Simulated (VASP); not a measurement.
# Br (Pm-3m) in VASP: single point with PBEsol

Aim: the single point of Br with PBEsol.

Everything below comes from runs of VASP 6.6.1. Logs are shortened: lines on timing, memory, paths and dates and some standing lists are left out, and cuts for length are marked.

### 1 The cell of the first run

It takes space group Pm-3m (No. 221, cubic). Conventional cell: a = 5.770 Å, b = 5.770 Å, c = 5.770 Å, α = 90.00°, β = 90.00°, γ = 90.00°. Within 5.4 Å of Br (site symmetry 4/mmm) lie 8 Br at 4.08 Å.

### 2 Single point, PBEsol

Contents of INCAR:

```
  PREC = Accurate
  ENCUT = 520
  EDIFF = 1E-6
  ISMEAR = -1
  SIGMA = 0.15
  LREAL = False
  LASPH = True
  NELM = 60
  ALGO = Normal
  ISIF = 2
  LWAVE = False
  LCHARG = False
  GGA = PS
  NBANDS = 18
```

Contents of KPOINTS:

```
Automatic mesh
0
Gamma
  4 4 4
```

Contents of POSCAR:

```
Br
1.0
    5.7700000000      0.0000000000      0.0000000000
    0.0000000000      5.7700000000      0.0000000000
    0.0000000000      0.0000000000      5.7700000000
Br
3
Direct
    0.0000000000      0.5000000000      0.5000000000
    0.5000000000      0.0000000000      0.5000000000
    0.5000000000      0.5000000000      0.0000000000
```

Potentials or basis: VASP PAW PBE potentials, release 64 (Br).

On the command line:

```sh
cat potpaw_PBE.64/Br/POTCAR > POTCAR
mpirun -np 1 vasp_std > vasp.out
```

OUTCAR:

```text
PREC = Accurate
   ENCUT = 520
   EDIFF = 1E-6
   ISMEAR = -1
   LREAL = False
   LASPH = True
   NELM = 60
   ISIF = 2
   GGA = PS

 ion  position               nearest neighbor table
   1  0.000  0.500  0.500-
   2  0.500  0.000  0.500-
   3  0.500  0.500  0.000-

  LATTYP: Found a simple cubic cell.
 ALAT       =     5.7700000000

  Lattice vectors:

 A1 = (   5.7700000000,   0.0000000000,   0.0000000000)
 A2 = (   0.0000000000,   5.7700000000,   0.0000000000)
 A3 = (   0.0000000000,   0.0000000000,   5.7700000000)

Analysis of symmetry for initial positions (statically):
=====================================================================
 Subroutine PRICEL returns:
 Original cell was already a primitive cell.

 Routine SETGRP: Setting up the symmetry group for a
 simple cubic supercell.

 Subroutine GETGRP returns: Found 48 space group operations
 (whereof 48 operations were pure point group operations)
 out of a pool of 48 trial point group operations.

The static configuration has the point symmetry O_h .

Analysis of symmetry for dynamics (positions and initial velocities):
=====================================================================
 Subroutine PRICEL returns:
 Original cell was already a primitive cell.

 Routine SETGRP: Setting up the symmetry group for a
 simple cubic supercell.

 Subroutine GETGRP returns: Found 48 space group operations
 (whereof 48 operations were pure point group operations)
 out of a pool of 48 trial point group operations.

The dynamic configuration has the point symmetry O_h .

 Subroutine INISYM returns: Found 48 space group operations
 (whereof 48 operations are pure point group operations),
 and found     1 'primitive' translations

----------------------------------------------------------------------------------------

                                     Primitive cell

  volume of cell :     192.1000

  direct lattice vectors                    reciprocal lattice vectors
     5.770000000  0.000000000  0.000000000     0.173310225  0.000000000  0.000000000
     0.000000000  5.770000000  0.000000000     0.000000000  0.173310225  0.000000000
     0.000000000  0.000000000  5.770000000     0.000000000  0.000000000  0.173310225

  length of vectors
[... 64 lines left out ...]
   LNONCOLLINEAR =      F non collinear calculations
   LSORBIT =      F    spin-orbit coupling
   LASPH  =      T    aspherical Exc in radial PAW
   ENCUT  =  520.0 eV  38.22 Ry    6.18 a.u.  10.73 10.73 10.73*2*pi/ulx,y,z
   NELM   =     60;   NELMIN=  2; NELMDL= -5     # of ELM steps
   EDIFF  = 0.1E-05   stopping-criterion for ELM
   LREAL  =      F    real-space projection
   EDIFFG = 0.1E-04   stopping-criterion for IOM
   NSW    =      0    number of steps for IOM
   IBRION =     -1    ionic relax: 0-MD 1-quasi-New 2-CG
   NFREE  =      0    steps in history (QN), initial steepest desc. (CG)
   ISIF   =      2    stress and relaxation
   ISYM   =      2    0-nonsym 1-usesym 2-fastsym
   POTIM  = 0.5000    time-step for ionic-motion
   TEBEG  =    0.0;   TEEND  =   0.0 temperature during run
   PSTRESS=    0.0 pullay stress
   NELECT =      21.0000    total number of electrons
   NUPDOWN=      -1.0000    fix difference up-down
   EMIN   =  10.00;   EMAX   =-10.00  energy-range for DOS
   EFERMI =   0.00;   METHOD = LEGACY
   ISMEAR =    -1;   SIGMA  =   0.15  broadening in eV -4-tet -1-fermi 0-gaus
   EFERMI_NEDOS =   21; number of points for ismear=-14 and -15
   IALGO  =     38    algorithm
   IMIX   =      4    mixing-type and parameters
     AMIX     =   0.40;   BMIX     =  1.00
     AMIX_MAG =   1.60;   BMIX_MAG =  1.00
  volume/ion in A,a.u.               =      64.03       432.12
  Fermi-wavevector in a.u.,A,eV,Ry     =   0.782778  1.479237  8.336859  0.612742
  Thomas-Fermi vector in A             =   1.886572
   LORBIT       =      0    0 simple, 1 ext, 2 COOP (PROOUT), +10 PAW based schemes
   GGA     = PS    functional components
   LHFCALC =     F    Hartree Fock is set to
   AEXX    =    0.0000 exact exchange contribution
   IVDW    =     0    specifies the selected vdW correction
   LEPSILON=     F    determine dielectric tensor
   LRPA    =     F    only Hartree local field effects (RPA)
 non-spin polarized calculation
  energy-cutoff  :      520.00
  volume of cell :      192.10
 maximum number of plane-waves:      5232
 NGX is ok and might be reduce to    48
   NGX = 21   NGY = 21   NGZ = 21

 number of electron      21.0000004 magnetization

 Free energy of the ion-electron system (eV)
  ---------------------------------------------------
  ext. energy  EPLUGINS =         0.00000000
  ---------------------------------------------------
  free energy    TOTEN  =        -2.16256702 eV

  energy without entropy =       -1.37445471  energy(sigma->0) =       -1.76851086

 E-fermi :  -4.2281     XC(G=0):  -5.5881

 val. band max:       -4.2557002115   @ k =   0.5000   0.2500   0.0000
 cond. band min:      -4.2275432793   @ k =   0.2500   0.0000   0.0000
 fundamental gap:      0.0281569322
 Fermi energy:        -4.2281038906

 k-point     1 :       0.0000    0.0000    0.0000
  band No.  band energies     occupation
      1     -17.1992      2.00000
      2     -16.9453      2.00000
      3     -16.9453      2.00000
      4      -5.3554      1.99891
      5      -5.3554      1.99891
      6      -5.3554      1.99891
[... 187 lines left out ...]
      5      -5.2797      1.99820
      6      -5.2797      1.99820
[... 10 lines left out ...]
     17       6.3265      0.00000
     18       6.3265      0.00000

------------------------ aborting loop because EDIFF is reached ----------------------------------------

  FORCE on cell =-STRESS in cart. coord.  units (eV):
  Direction    XX          YY          ZZ          XY          YZ          ZX
  --------------------------------------------------------------------------------------
  -------------------------------------------------------------------------------------
  Total       -2.3496488     -2.3496488     -2.3496488      0.0000000      0.0000000      0.0000000
  in kB      -19.5968424    -19.5968424    -19.5968424      0.0000000      0.0000000      0.0000000
  external PRESSURE =     -19.5968424 kB  Pullay stress =       0.0000000 kB

 VOLUME and BASIS-vectors are now :
 -----------------------------------------------------------------------------
  energy-cutoff  :      520.00
  volume of cell :      192.10
      direct lattice vectors                 reciprocal lattice vectors
     5.770000000  0.000000000  0.000000000     0.173310225  0.000000000  0.000000000
     0.000000000  5.770000000  0.000000000     0.000000000  0.173310225  0.000000000
     0.000000000  0.000000000  5.770000000     0.000000000  0.000000000  0.173310225

 POSITION                                       TOTAL-FORCE (eV/Angst)
 -----------------------------------------------------------------------------------
      0.00000      2.88500      2.88500         0.000000      0.000000      0.000000
      2.88500      0.00000      2.88500         0.000000      0.000000      0.000000
      2.88500      2.88500      0.00000         0.000000      0.000000      0.000000
 -----------------------------------------------------------------------------------
    total drift:                                0.000000     -0.000000     -0.000000

  FREE ENERGIE OF THE ION-ELECTRON SYSTEM (eV)
  ---------------------------------------------------
  free  energy   TOTEN  =        -2.1625670165 eV

  energy  without entropy=       -1.3744547090  energy(sigma->0) =       -1.76851086
```

stdout:

```text
POSCAR found type information on POSCAR Br
 POSCAR found :  1 types and       3 ions
 scaLAPACK will be used
 -----------------------------------------------------------------------------
|                                                                             |
|                                                                             |
|     You enforced a specific xc type in the INCAR file but a different       |
|     I HOPE YOU KNOW WHAT YOU ARE DOING!                                     |
|                                                                             |
 -----------------------------------------------------------------------------

 LDA part: xc-table for (Slater+PW92), standard interpolation
 POSCAR, INCAR and KPOINTS ok, starting setup
 FFT: planning ... GRIDC
 FFT: planning ... GRID_SOFT
 FFT: planning ... GRID
 WAVECAR not read
 entering main loop
```

It took 14 s on 1 thread of Intel Xeon 6975P-C (Granite Rapids), shared host; peak memory 0.3 GiB.

Results:

- Free energy: -2.1626 eV
- Pressure: -2.0 GPa

Levels at points of the mesh, in eV from the Fermi level:
| k point | band 6 | band 7 | band 8 | band 9 | band 10 | band 11 | band 12 | band 13 | band 14 | band 15 |
| --- | --- | --- | --- | --- | --- | --- | --- | --- | --- | --- |
| (0.00, 0.00, 0.00) | -1.13 | -0.31 | -0.31 | -0.31 | 0.06 | 0.06 | 0.06 | 5.97 | 7.72 | 8.88 |
| (0.50, 0.00, 0.00) | -0.69 | -0.62 | -0.47 | -0.47 | -0.38 | -0.05 | -0.05 | 7.49 | 7.74 | 8.87 |
| (0.50, 0.50, 0.00) | -0.56 | -0.53 | -0.53 | -0.47 | -0.47 | 0.02 | 0.09 | 8.44 | 8.68 | 8.68 |
| (0.50, 0.50, 0.50) | -1.05 | -1.05 | 0.02 | 0.02 | 0.09 | 0.09 | 0.09 | 7.61 | 8.72 | 8.72 |

Caveat: the PAW data sets were made with another functional, which shifts forces and pressure a little; an odd number of electrons without spin polarisation forces a metal; a magnetic or distorted state may lie lower.
